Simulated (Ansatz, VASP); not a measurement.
Two plane-wave programs on WS2

File INCAR:

```
ALGO = Normal ; EDIFF = 1E-6
ENCUT = 520 ; GGA = PS
ISIF = 2 ; ISMEAR = 0
LASPH = T ; LCHARG = F
LREAL = F ; LWAVE = F
NBANDS = 20 ; NELM = 100
PREC = Accurate ; SIGMA = 0.05
```

KPOINTS

```
k-points
0
Gamma
  12 12 2
```

Contents of POSCAR:

```
WS2
1.0
    3.2244206304      0.0000000000      0.0000000000
   -1.6122103152      2.7924301784      0.0000000000
    0.0000000000      0.0000000000     16.5295855575
W S
1 2
Direct
    0.3333333333      0.6666666667      0.0000000000
    0.6666666667      0.3333333333      0.9075761491
    0.6666666667      0.3333333333      0.0924238509
```

Input for Ansatz:

```yaml
crystal:
  lattice:
    - [3.2244206304, 0.0, 0.0]
    - [-1.6122103152, 2.7924301784, 0.0]
    - [0.0, 0.0, 16.5295855575]
  atoms:
    - { symbol: W, position: [0.3333333333, 0.6666666667, 0.0] }
    - { symbol: S, position: [0.6666666667, 0.3333333333, 0.9075761491] }
    - { symbol: S, position: [0.6666666667, 0.3333333333, 0.0924238509] }
basis:
  ecutwfc: 420
kpoints:
  mp_grid: { grid: [12, 12, 2] }
hamiltonian:
  xc: pbesol
scf:
  occupations: { method: gaussian, width: 0.05 }
output:
  forces: true
  stress: true
  eigenvalues: true
```

Change from the starting cell: strain +0.025 along x and y, -0.025 along z, atoms carried along.

Alike in both runs: task single point; functional PBEsol; k mesh 12 × 12 × 2; occupations gaussian, width 0.05 eV; no spin polarisation.

|  | VASP | Ansatz |
| --- | --- | --- |
| version | VASP 6.6.1 | Ansatz 0.2.0 |
| potentials or method | VASP PAW PBE potentials, release 64 (W_sv, S), cutoff 520 eV | scalar-relativistic, plane waves, PAW |
| valence electrons in the cell | 26 | 26 |

```tsv
	VASP	Ansatz	Ansatz less VASP
gap on the k mesh at the Fermi level (eV)	1.32	1.31	-0.013
least direct gap on the mesh (eV)	1.58	1.58	-0.004
rms of the force components (eV/Å)	0.118	0.108	-0.0100
```

VASP's potentials were made for PBE, not for PBEsol. Atom by atom the forces differ by 0.010 eV/Å (rms over components).

Neither program's run includes spin-orbit coupling.
